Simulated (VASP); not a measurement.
Here is a VASP 6.6.1 calculation.

Contents of INCAR:

```
PREC = Accurate
ENCUT = 520
EDIFF = 1E-7
ISMEAR = 0
SIGMA = 0.15
LREAL = False
LASPH = True
NELM = 100
ALGO = Fast
ISIF = 2
LWAVE = False
LCHARG = True
GGA = PS
LELF = True
LVHAR = True
NBANDS = 20
```

KPOINTS

```
Automatic mesh
0
Gamma
  15 15 8
```

POSCAR

```
Ta2N
1.0
    3.0782595490     -0.2154781684      0.0000000000
   -1.7257393423      2.7735900531      0.0000000000
    0.0000000000      0.0000000000      4.6550952842
Ta N
2 1
Direct
    0.6666666667      0.3333333333      0.7463700642
    0.3333333333      0.6666666667      0.2536299358
    0.0000000000      0.0000000000      0.0000000000
```

Potentials or basis: VASP PAW PBE potentials, release 64 (Ta_pv, N).

Command:

```bash
$ cat potpaw_PBE.64/Ta_pv/POTCAR potpaw_PBE.64/N/POTCAR > POTCAR
$ mpirun -np 1 vasp_std > vasp.out
```

What does it give for the largest force?

0.540 eV/Å.

Estimate the pressure.

18.2 GPa.

Estimate the band gap on the k mesh.

zero (an odd number of electrons rules out a gap without spin polarisation).

Stress tensor (GPa, compression positive):
```
15.63 24.15 -9.73
24.15 15.42 -1.57
-9.73 -1.57 23.62
```

Caveat: the cell differs from its parent crystal (engineering shear strain xy -0.1400, normal strain along z -0.0350); the stress differs along the axes, from 15 to 24 GPa; the PAW data sets were made with another functional, which shifts forces and pressure a little; spin-orbit coupling is left out, which moves the levels of the heavy elements.
